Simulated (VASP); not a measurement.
# BaTiO3 (P4mm) in VASP: single point with PBE

Aim: the single point of BaTiO3 with PBE.

All numbers are computed with VASP 6.6.1; they aren't measurements. Logs are shortened: lines on timing, memory, paths and dates and some standing lists are left out, and cuts for length are marked.

## 1. The cell of the first run

It takes space group P4mm (No. 99, tetragonal). Conventional cell: a = 3.981 Å, b = 3.981 Å, c = 4.380 Å, α = 90.00°, β = 90.00°, γ = 90.00°. Ba (site symmetry 4mm) has 12 O at 2.80 to 3.12 Å and 8 Ti at 3.53 to 3.60 Å within 3.7 Å. Ti (site symmetry 4mm) has 5 O at 1.79 to 2.01 Å within 2.4 Å. Within 2.4 Å of O (site symmetry 4mm) lie 1 Ti at 1.79 Å. Within 2.9 Å of O (site symmetry 2mm) lie 2 Ti at 2.01 Å and 2 Ba at 2.80 Å and 6 O at 2.81 to 2.86 Å.

## 2. Single point, PBE (13.88 Å³/atom)

Contents of INCAR:

```
ALGO = Normal
EDIFF = 1E-6
ENCUT = 1340
GGA = PE
GGA_COMPAT = False
ISIF = 2
ISMEAR = 0
LASPH = True
LCHARG = False
LREAL = False
LWAVE = False
NBANDS = 28
NELM = 120
PREC = Accurate
SIGMA = 0.05
```

Contents of KPOINTS:

```
k-points
0
Gamma
  8 8 8
```

Contents of POSCAR:

```
BaTiO3
1.0
    3.9806957364      0.0000000000      0.0000000000
    0.0000000000      3.9806957364      0.0000000000
    0.0000000000      0.0000000000      4.3802008786
Ba Ti O
1 1 3
Direct
    0.0000000000      0.0000000000     -0.0246229441
    0.5000000000      0.5000000000      0.4635499512
    0.5000000000      0.5000000000      0.0546227578
    0.5000000000      0.0000000000      0.5247251176
    0.0000000000      0.5000000000      0.5247251176
```

Potentials or basis: VASP PAW PBE potentials, release 64 (Ba_sv, Ti_sv, O_h).

Command:

```bash
$ cat potpaw_PBE.64/Ba_sv/POTCAR potpaw_PBE.64/Ti_sv/POTCAR potpaw_PBE.64/O_h/POTCAR > POTCAR
$ mpirun -np 1 vasp_std > vasp.out
```

OUTCAR:

```text
EDIFF = 1E-6
   ENCUT = 1340
   GGA = PE
   ISIF = 2
   ISMEAR = 0
   LASPH = True
   LREAL = False
   NELM = 120
   PREC = Accurate

 ion  position               nearest neighbor table
   1  0.000  0.000  0.975-   4 2.80   5 2.80   5 2.80   4 2.80   3 2.84   3 2.84   3 2.84   3 2.84
                             4 3.12   5 3.12   5 3.12   4 3.12   2 3.53   2 3.53   2 3.53   2 3.53
   2  0.500  0.500  0.464-   3 1.79   4 2.01   5 2.01   4 2.01   5 2.01   1 3.53   1 3.53   1 3.53
                             1 3.53   1 3.60   1 3.60   1 3.60   1 3.60
   3  0.500  0.500  0.055-   2 1.79   1 2.84   1 2.84   1 2.84   1 2.84
   4  0.500  0.000  0.525-   2 2.01   2 2.01   1 2.80   1 2.80   1 3.12   1 3.12
   5  0.000  0.500  0.525-   2 2.01   2 2.01   1 2.80   1 2.80   1 3.12   1 3.12

  LATTYP: Found a simple tetragonal cell.
 ALAT       =     3.9806957364
 C/A-ratio  =     1.1003606326

  Lattice vectors:

 A1 = (   3.9806957364,   0.0000000000,   0.0000000000)
 A2 = (   0.0000000000,   3.9806957364,   0.0000000000)
 A3 = (   0.0000000000,   0.0000000000,   4.3802008786)

Analysis of symmetry for initial positions (statically):
=====================================================================
 Subroutine PRICEL returns:
 Original cell was already a primitive cell.

 Routine SETGRP: Setting up the symmetry group for a
 simple tetragonal supercell.

 Subroutine GETGRP returns: Found  8 space group operations
 (whereof  8 operations were pure point group operations)
 out of a pool of 16 trial point group operations.

The static configuration has the point symmetry C_4v.

Analysis of symmetry for dynamics (positions and initial velocities):
=====================================================================
 Subroutine PRICEL returns:
 Original cell was already a primitive cell.

 Routine SETGRP: Setting up the symmetry group for a
 simple tetragonal supercell.

 Subroutine GETGRP returns: Found  8 space group operations
 (whereof  8 operations were pure point group operations)
 out of a pool of 16 trial point group operations.

The dynamic configuration has the point symmetry C_4v.

 Subroutine INISYM returns: Found  8 space group operations
 (whereof  8 operations are pure point group operations),
 and found     1 'primitive' translations

----------------------------------------------------------------------------------------

                                     Primitive cell

  volume of cell :      69.4084

[... 97 lines left out ...]
   NSW    =      0    number of steps for IOM
   IBRION =     -1    ionic relax: 0-MD 1-quasi-New 2-CG
   NFREE  =      0    steps in history (QN), initial steepest desc. (CG)
   ISIF   =      2    stress and relaxation
   ISYM   =      2    0-nonsym 1-usesym 2-fastsym
   POTIM  = 0.5000    time-step for ionic-motion
   TEBEG  =    0.0;   TEEND  =   0.0 temperature during run
   PSTRESS=    0.0 pullay stress
   NELECT =      40.0000    total number of electrons
   NUPDOWN=      -1.0000    fix difference up-down
   EMIN   =  10.00;   EMAX   =-10.00  energy-range for DOS
   EFERMI =   0.00;   METHOD = LEGACY
   ISMEAR =     0;   SIGMA  =   0.05  broadening in eV -4-tet -1-fermi 0-gaus
   EFERMI_NEDOS =   21; number of points for ismear=-14 and -15
   IALGO  =     38    algorithm
   IMIX   =      4    mixing-type and parameters
     AMIX     =   0.40;   BMIX     =  1.00
     AMIX_MAG =   1.60;   BMIX_MAG =  1.00
  volume/ion in A,a.u.               =      13.88        93.68
  Fermi-wavevector in a.u.,A,eV,Ry     =   1.362357  2.574481 25.252627  1.856016
  Thomas-Fermi vector in A             =   2.488853
   LORBIT       =      0    0 simple, 1 ext, 2 COOP (PROOUT), +10 PAW based schemes
   GGA     = PE    functional components
   LHFCALC =     F    Hartree Fock is set to
   AEXX    =    0.0000 exact exchange contribution
   IVDW    =     0    specifies the selected vdW correction
   LEPSILON=     F    determine dielectric tensor
   LRPA    =     F    only Hartree local field effects (RPA)
 non-spin polarized calculation
 Gauss-broadening in eV      SIGMA  =   0.05
  energy-cutoff  :     1340.00
  volume of cell :       69.41
 maximum number of plane-waves:      7784
 NGX is ok and might be reduce to    48
   NGX = 23   NGY = 23   NGZ = 27

 number of electron      40.0000001 magnetization

 Free energy of the ion-electron system (eV)
  ---------------------------------------------------
  ext. energy  EPLUGINS =         0.00000000
  ---------------------------------------------------
  free energy    TOTEN  =       -40.06353660 eV

  energy without entropy =      -40.06353660  energy(sigma->0) =      -40.06353660

 E-fermi :   4.2802     XC(G=0): -10.8004

 val. band max:        3.9088863915   @ k =   0.5000   0.5000   0.5000
 cond. band min:       5.7060761996   @ k =   0.0000   0.0000   0.0000
 fundamental gap:      1.7971898081
 Fermi energy:         4.2801532282

 k-point     1 :       0.0000    0.0000    0.0000
  band No.  band energies     occupation
      1     -52.8133      2.00000
      2     -29.1964      2.00000
      3     -28.9969      2.00000
      4     -28.9969      2.00000
      5     -21.5423      2.00000
      6     -13.1422      2.00000
[... 733 lines left out ...]
     27      11.2289      0.00000
     28      11.7642      0.00000

 [... further k-points ...]

------------------------ aborting loop because EDIFF is reached ----------------------------------------

  FORCE on cell =-STRESS in cart. coord.  units (eV):
  Direction    XX          YY          ZZ          XY          YZ          ZX
  --------------------------------------------------------------------------------------
  -------------------------------------------------------------------------------------
  Total       -0.5608902     -0.5608902     -0.5550921      0.0000000      0.0000000      0.0000000
  in kB      -12.9472175    -12.9472175    -12.8133776      0.0000000      0.0000000      0.0000000
  external PRESSURE =     -12.9026042 kB  Pullay stress =       0.0000000 kB

 VOLUME and BASIS-vectors are now :
 -----------------------------------------------------------------------------
  energy-cutoff  :     1340.00
  volume of cell :       69.41
      direct lattice vectors                 reciprocal lattice vectors
     3.980695736  0.000000000  0.000000000     0.251212367  0.000000000  0.000000000
     0.000000000  3.980695736  0.000000000     0.000000000  0.251212367  0.000000000
     0.000000000  0.000000000  4.380200879     0.000000000  0.000000000  0.228300032

 POSITION                                       TOTAL-FORCE (eV/Angst)
 -----------------------------------------------------------------------------------
      0.00000      0.00000      4.27235         0.000000     -0.000000      0.071417
      1.99035      1.99035      2.03044         0.000000      0.000000      0.048245
      1.99035      1.99035      0.23926         0.000000     -0.000000     -0.048559
      1.99035      0.00000      2.29840         0.000000     -0.000000     -0.035552
      0.00000      1.99035      2.29840         0.000000     -0.000000     -0.035552
 -----------------------------------------------------------------------------------
    total drift:                                0.000000      0.000000      0.000634

  FREE ENERGIE OF THE ION-ELECTRON SYSTEM (eV)
  ---------------------------------------------------
  free  energy   TOTEN  =       -40.0635365966 eV

  energy  without entropy=      -40.0635365966  energy(sigma->0) =      -40.06353660
```

OSZICAR:

```text
N       E                     dE             d eps       ncg     rms          rms(c)
DAV:   1     0.670225968176E+03    0.67023E+03   -0.35342E+04  4200   0.308E+03
DAV:   2     0.800197988403E+02   -0.59021E+03   -0.56509E+03  4316   0.635E+02
DAV:   3    -0.419062120211E+02   -0.12193E+03   -0.11519E+03  6500   0.213E+02
DAV:   4    -0.502532735569E+02   -0.83471E+01   -0.83081E+01  5504   0.540E+01
DAV:   5    -0.506396743427E+02   -0.38640E+00   -0.38602E+00  6804   0.113E+01    0.236E+01
DAV:   6    -0.402976146078E+02    0.10342E+02   -0.57131E+01  6464   0.671E+01    0.106E+01
DAV:   7    -0.402784025600E+02    0.19212E-01   -0.13542E+01  5900   0.267E+01    0.730E+00
DAV:   8    -0.400866373483E+02    0.19177E+00   -0.75855E-01  5148   0.738E+00    0.419E+00
DAV:   9    -0.400971099488E+02   -0.10473E-01   -0.54044E-01  6300   0.713E+00    0.188E+00
DAV:  10    -0.400700226576E+02    0.27087E-01   -0.17077E-01  5772   0.385E+00    0.695E-01
DAV:  11    -0.400658350789E+02    0.41876E-02   -0.18337E-02  5676   0.137E+00    0.489E-01
DAV:  12    -0.400634956671E+02    0.23394E-02   -0.10014E-02  5240   0.615E-01    0.707E-02
DAV:  13    -0.400635331912E+02   -0.37524E-04   -0.50437E-04  5220   0.175E-01    0.305E-02
DAV:  14    -0.400635371061E+02   -0.39148E-05   -0.67515E-05  5548   0.697E-02    0.231E-02
DAV:  15    -0.400635364958E+02    0.61027E-06   -0.51329E-05  6044   0.754E-02    0.938E-03
DAV:  16    -0.400635365966E+02   -0.10082E-06   -0.80925E-06  5008   0.269E-02
   1 F= -.40063537E+02 E0= -.40063537E+02  d E =-.815094E-28
```

stdout:

```text
POSCAR found type information on POSCAR BaTiO
 POSCAR found :  3 types and       5 ions
 scaLAPACK will be used
 LDA part: xc-table for (Slater+PW92), standard interpolation
 POSCAR, INCAR and KPOINTS ok, starting setup
 FFT: planning ... GRIDC
 FFT: planning ... GRID_SOFT
 FFT: planning ... GRID
 WAVECAR not read
 entering main loop
```

It took 9 min on 1 thread of Intel Xeon Platinum 8259CL at 2.50GHz (Skylake/Cascade Lake), shared host; peak memory 0.77 GiB.

Results:

```yaml
Free_energy: -40.0635 eV
Pressure: -1.3 GPa
Largest_force: 0.071 eV/Å
Band_gap_on_the_k_mesh: 1.80 eV (least direct gap 2.46 eV)
```

Forces on the atoms (eV/Å):
```
Ba   0.000  0.000  0.071
Ti   0.000  0.000  0.048
O    0.000  0.000 -0.049
O    0.000  0.000 -0.036
O    0.000  0.000 -0.036
```

Levels at points of the mesh, in eV from the valence-band top:
```tsv
k point	band 18	band 19	band 20	band 21	band 22	band 23
(0.00, 0.00, 0.00)	-1.39	-0.66	-0.66	1.80	2.70	2.70
(0.50, 0.00, 0.00)	-1.96	-1.73	-1.72	2.72	3.32	3.45
(0.50, 0.50, 0.00)	-1.22	-1.22	-0.04	3.50	3.50	3.60
(0.00, 0.00, 0.50)	-2.02	-0.74	-0.74	1.89	3.37	3.37
(0.50, 0.00, 0.50)	-1.39	-1.23	-0.76	3.38	3.39	3.50
(0.50, 0.50, 0.50)	-0.74	-0.74	0.00	3.75	3.75	3.93
```

Caveat: spin-orbit coupling is left out, which moves the levels of the heavy elements.
